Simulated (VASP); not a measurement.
Input of a VASP 6.6.1 run:

Contents of POSCAR:

```
CdS
1.0
    4.2986042468      0.0000000000      0.0000000000
   -2.1493021234      3.7227004786      0.0000000000
    0.0000000000      0.0000000000      6.9837433159
Cd S
2 2
Direct
    0.3333333333      0.6666666667     -0.0009748770
    0.6666666667      0.3333333333      0.4990251230
    0.3333333333      0.6666666667      0.3759748770
    0.6666666667      0.3333333333      0.8759748770
```

Contents of INCAR.step1:

```
  PREC = Accurate
  ENCUT = 600
  ISMEAR = 0
  SIGMA = 0.02
  LREAL = False
  LASPH = True
  NELM = 100
  GGA = PE
  ALGO = Normal
  EDIFF = 1E-4
  LWAVE = True
  LCHARG = False
```

The input INCAR.step2:

```
  PREC = Accurate
  ENCUT = 600
  EDIFF = 1E-6
  ISMEAR = 0
  SIGMA = 0.02
  LREAL = False
  LASPH = True
  NELM = 100
  ALGO = Normal
  ISIF = 4
  LWAVE = False
  LCHARG = False
  METAGGA = R2SCAN
  LMIXTAU = True
  IBRION = 2
  NSW = 50
  EDIFFG = -0.01
  ISTART = 1
```

The input KPOINTS:

```
Automatic mesh
0
Gamma
  6 6 4
```

Potentials or basis: VASP PAW PBE potentials, release 64 (Cd, S).

Launch:

```console
$ cat potpaw_PBE.64/Cd/POTCAR potpaw_PBE.64/S/POTCAR > POTCAR
$ cp INCAR.step1 INCAR
$ mpirun -np 1 vasp_std > vasp.out
$ cp INCAR.step2 INCAR
$ mpirun -np 1 vasp_std > vasp.out
```

Problem. Predict the band gap on the k mesh.

Solution. 1.38 eV.

Final structure:
```yaml
crystal:
  lattice:
    - [4.29860, 0.00000, 0.00000]
    - [-2.14930, 3.72270, 0.00000]
    - [0.00000, 0.00000, 6.98374]
  atoms:
    - { symbol: Cd, position: [0.33333, 0.66667, 0.99903] }
    - { symbol: Cd, position: [0.66667, 0.33333, 0.49903] }
    - { symbol: S, position: [0.33333, 0.66667, 0.37597] }
    - { symbol: S, position: [0.66667, 0.33333, 0.87597] }
```

Caveat: the relaxation stopped at its first step, so nothing moved.
